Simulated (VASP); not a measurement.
Cl: single point with PBEsol

The system is Cl.

```
Cl
1.0
     2.05298    0.00000    0.00000
     0.00000    2.05298    0.00000
     0.00000    0.00000    2.05298
Cl
1
Direct
  0.00000 0.00000 0.00000
```

This cell differs from its parent crystal: volume scaled by 0.4, source ansatz.

```yaml
Program: VASP 6.6.1
Task: single point
Functional: PBEsol
Potentials_or_basis: VASP PAW PBE potentials, release 64 (Cl)
Cutoff: 520 eV
k_mesh: 15 × 15 × 15
Occupations: fermi-dirac, width 0.08 eV
Spin: no spin polarisation
```

```json
{
 "Pressure": "243.2 GPa"
}
```

Levels at points of the mesh, in eV from the Fermi level:
```
           k point  band 1  band 2  band 3  band 4  band 5  band 6  band 7  band 8  band 9
(0.00, 0.00, 0.00)  -29.16   -0.24   -0.24   -0.24    4.00    4.00   14.28   28.92   28.92
```

Run time: 4.3 s on 1 thread of AMD EPYC 9R45 96-Core Processor (Zen 5) (shared host), peak memory 0.08 GiB.

Caveat: the PAW data sets were made with another functional, which shifts forces and pressure a little; an odd number of electrons without spin polarisation forces a metal; a magnetic or distorted state may lie lower.
